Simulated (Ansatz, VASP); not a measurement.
This is a calculation of WC for Ansatz 0.2.0.

File input.yaml:

```yaml
crystal:
  lattice:
    - [1.64034611, -2.1180379, 0.0]
    - [1.64034611, 2.1180379, 0.0]
    - [0.0, 0.0, 4.3094211]
  atoms:
    - { symbol: W, position: [0.5, 0.5, 0.5] }
    - { symbol: C, position: [0.0, 0.0, 0.0] }
hamiltonian:
  xc: revpbe
  pseudopotentials: { kind: paw }
  dispersion: d3bj
kpoints:
  mp_grid: { grid: [10, 10, 6] }
scf:
  occupations: { method: fermi_dirac, width: 0.05 }
output:
  forces: true
  stress: true
  eigenvalues: true
relax:
  f_tol: 0.01
  max_steps: 40
  cell: { stress_tol: 0.05 }
```

Potentials or basis: Ansatz PAW.

Run with:

```bash
$ ansatz run input.yaml --threads 2 --pin off --max-ram 5632MiB --backend cpu --events-out ev --progress --plain --runs-dir out
```

Question: Translate it to VASP 6.6.1. Potentials there: VASP PAW PBE potentials, release 64 (W_sv, C).

Answer: As run (the cutoff follows the program's own potentials):

INCAR

```
PREC = Accurate
ENCUT = 600
EDIFF = 1E-7
ISMEAR = -1
SIGMA = 0.05
LREAL = False
LASPH = True
NELM = 80
ALGO = Normal
ISIF = 3
LWAVE = False
LCHARG = False
GGA = RE
IVDW = 12
IBRION = 2
NSW = 60
EDIFFG = -0.01
```

Contents of KPOINTS:

```
Automatic mesh
0
Gamma
  10 10 6
```

Contents of POSCAR:

```
WC
1.0
    1.6403461100     -2.1180379000      0.0000000000
    1.6403461100      2.1180379000      0.0000000000
    0.0000000000      0.0000000000      4.3094211000
W C
1 1
Direct
    0.5000000000      0.5000000000      0.5000000000
    0.0000000000      0.0000000000      0.0000000000
```

Potentials or basis: VASP PAW PBE potentials, release 64 (W_sv, C).

The run is started by

```bash
$ cat potpaw_PBE.64/W_sv/POTCAR potpaw_PBE.64/C/POTCAR > POTCAR
$ mpirun -np 1 vasp_std > vasp.out
```

Both were run:

|  | VASP | Ansatz | Ansatz less VASP |
| --- | --- | --- | --- |
| gap on the k mesh at the Fermi level, each at its own relaxed structure (eV) | none | none | - |
| relaxed volume (Å³/atom) | 11.25 | 11.23 | -0.021 |
| relaxed cell length with the largest relative difference (Å) | 3.006 | 3.004 | -0.0020 |

VASP's potentials were made for PBE, not for revPBE. A gap of «none» marks a metal or a gap that the smearing closes.

Neither program's run includes spin-orbit coupling. Noted on VASP's run: the volume moved by over 15 % at a fixed basis, so the end points are rough. Noted on Ansatz's run: the volume moved by over 15 % at a fixed basis, so the end points are rough; the plane-wave basis is chosen anew once the cell has moved, so the energies of steps on either side of that aren't comparable.
